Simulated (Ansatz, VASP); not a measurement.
One calculation of FeO, two programs

File INCAR:

```
SYSTEM = FeO
ALGO = Normal
EDIFF = 1E-6
ENCUT = 520
GGA = PE
ISIF = 2
ISMEAR = 0
ISPIN = 2
LASPH = .True.
LCHARG = .False.
LMAXMIX = 4
LORBIT = 11
LREAL = .False.
LWAVE = .False.
MAGMOM = 4.5 0
NBANDS = 18
NELM = 150
PREC = Accurate
SIGMA = 0.05
```

File KPOINTS:

```
k-points
0
Gamma
  10 10 10
  0 0 0
```

File POSCAR:

```
FeO
1.0
    1.5188200000      0.8768900000      2.5195800000
   -1.5188200000      0.8768900000      2.5195800000
    0.0000000000     -1.7537800000      2.5195800000
Fe O
1 1
Direct
    0.0000000000      0.0000000000      0.0000000000
    0.5000000000      0.5000000000      0.5000000000
```

Input for Ansatz:

```yaml
crystal:
  lattice:
    - [1.51882, 0.87689, 2.51958]
    - [-1.51882, 0.87689, 2.51958]
    - [0.0, -1.75378, 2.51958]
  atoms:
    - { symbol: Fe, position: [0.0, 0.0, 0.0], spin: 4.5 }
    - { symbol: O, position: [0.5, 0.5, 0.5], spin: 0.0 }
basis:
  ecutwfc: 510.0
kpoints:
  mp_grid:
    grid: [10, 10, 10]
    shift: [0.0, 0.0, 0.0]
hamiltonian:
  xc: pbe
  pseudopotentials:
    kind: paw
magnetization:
  spin_polarized: true
scf:
  convergence:
    dr2_threshold: 1.0e-08
  occupations:
    method: gaussian
    width: 0.05
output:
  stress: true
```

Alike in both runs: task single point; functional PBE; k mesh 10 × 10 × 10; occupations gaussian, width 0.05 eV; collinear spin.

|  | VASP | Ansatz |
| --- | --- | --- |
| version | VASP 6.6.1 | Ansatz 0.2.0 |
| potentials or method | VASP PAW PBE potentials, release 64 (Fe, O), cutoff 520 eV | plane waves, PAW |
| valence electrons in the cell | 14 | 22 |

VASP gave:

| Property | Result |
| --- | --- |
| pressure (GPa) | -1.3 |
| traceless stress, the component that is largest in VASP (GPa) | -0.81 |
| net moment per atom (μB) | 2.00 |
| size of the moment on the site where the two differ most (μB) | 3.62 |

Task: What did Ansatz give for the same quantities?

Result: Pressure (GPa): -1.3; traceless stress, the component that is largest in VASP (GPa): -0.78; net moment per atom (μB): 2.00; size of the moment on the site where the two differ most (μB): 3.45.

Site moments also hang on the region over which each program counts them. VASP's potentials hold 14 valence electrons a cell and Ansatz's 22, so a difference there can come from the potentials and not from the codes. Ansatz's warnings: given moment on shells, stress scf threshold loose.
